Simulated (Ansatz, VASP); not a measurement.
# Ir in VASP and in Ansatz

Contents of INCAR:

```
PREC = Accurate
ENCUT = 520
EDIFF = 1E-6
ISMEAR = 0
SIGMA = 0.15
LREAL = False
LASPH = True
NELM = 100
ALGO = Fast
ISIF = 2
LWAVE = False
LCHARG = True
GGA = PS
LELF = True
LVHAR = True
NBANDS = 10
```

The input KPOINTS:

```
Automatic mesh
0
Gamma
  22 22 22
```

The input POSCAR:

```
Ir
1.0
    0.0000000000      1.9772910000      1.8621090000
    1.9772910000      0.0000000000      1.8621090000
    1.9772910000      1.9772910000      0.0000000000
Ir
1
Direct
    0.0000000000      0.0000000000      0.0000000000
```

Input for Ansatz:

```yaml
crystal:
  lattice:
    - [0.0, 1.977291, 1.862109]
    - [1.977291, 0.0, 1.862109]
    - [1.977291, 1.977291, 0.0]
  atoms:
    - { symbol: Ir, position: [0.0, 0.0, 0.0] }
basis:
  ecutwfc: 420
kpoints:
  mp_grid: { grid: [22, 22, 22] }
hamiltonian:
  xc: pbesol
scf:
  occupations: { method: gaussian, width: 0.15 }
output:
  forces: true
  stress: true
  eigenvalues: true
  write_density: true
  write_potential: true
  elf: true
  volumetric_format: npy
```

Change from the starting cell: strain +0.030 along x and y, -0.030 along z, atoms carried along.

Alike in both runs: task single point; functional PBEsol; k mesh 22 × 22 × 22; occupations gaussian, width 0.15 eV; no spin polarisation.

```csv
,VASP,Ansatz
version,VASP 6.6.1,Ansatz 0.2.0
potentials or method,"VASP PAW PBE potentials, release 64 (Ir), cutoff 520 eV","scalar-relativistic, plane waves, PAW"
valence electrons in the cell,9,17
```

VASP gave:

```
gap on the k mesh at the Fermi level (eV)                     : none
pressure (GPa)                                                : -11.2
traceless stress, the component that is largest in VASP (GPa) : 13.27
```

**Question.** What did Ansatz give for the same quantities?

**Answer.** gap on the k mesh at the Fermi level (eV): none; pressure (GPa): -11.8; traceless stress, the component that is largest in VASP (GPa): 13.32.

VASP's potentials were made for PBE, not for PBEsol. A gap of «none» marks a metal or a gap that the smearing closes. VASP's potentials hold 9 valence electrons a cell and Ansatz's 17, so a difference there can come from the potentials and not from the codes.

Spin-orbit coupling is off throughout.
